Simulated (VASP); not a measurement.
Here is a VASP 6.6.1 calculation.

INCAR

```
PREC = Accurate ; ENCUT = 500
EDIFF = 1E-6 ; ISMEAR = -1
SIGMA = 0.05 ; LREAL = False
LASPH = True ; NELM = 200
ALGO = Normal ; ISIF = 2
LWAVE = False ; LCHARG = True
LNONCOLLINEAR = True ; MAGMOM = 0 0 0 0 0 0
LORBIT = 11 ; LSORBIT = True
GGA_COMPAT = False ; LORBMOM = True
LMAXMIX = 4 ; GGA = PS
LVHAR = True ; NBANDS = 36
```

Contents of KPOINTS:

```
regular mesh
0
Gamma
  9 9 5
```

Contents of POSCAR:

```
Zr
1.0
    3.2103080712      0.0000000000      0.0000000000
   -1.6051540356      2.7802083436      0.0000000000
    0.0000000000      0.0000000000      5.1124553350
Zr
2
Direct
    0.6666666667      0.3333333333      0.7500000000
    0.3333333333      0.6666666667      0.2500000000
```

Potentials or basis: VASP PAW PBE potentials, release 64 (Zr_sv).

Launch:

```console
$ cat potpaw_PBE.64/Zr_sv/POTCAR > POTCAR
$ mpirun -np 1 vasp_ncl > vasp.out
```

(1) Estimate the pressure.

(2) Estimate the net moment.

## Answers

(1) -1.4 GPa.

(2) 0.00 μB per cell.

Caveat: the PAW data sets were made with another functional, which shifts forces and pressure a little.
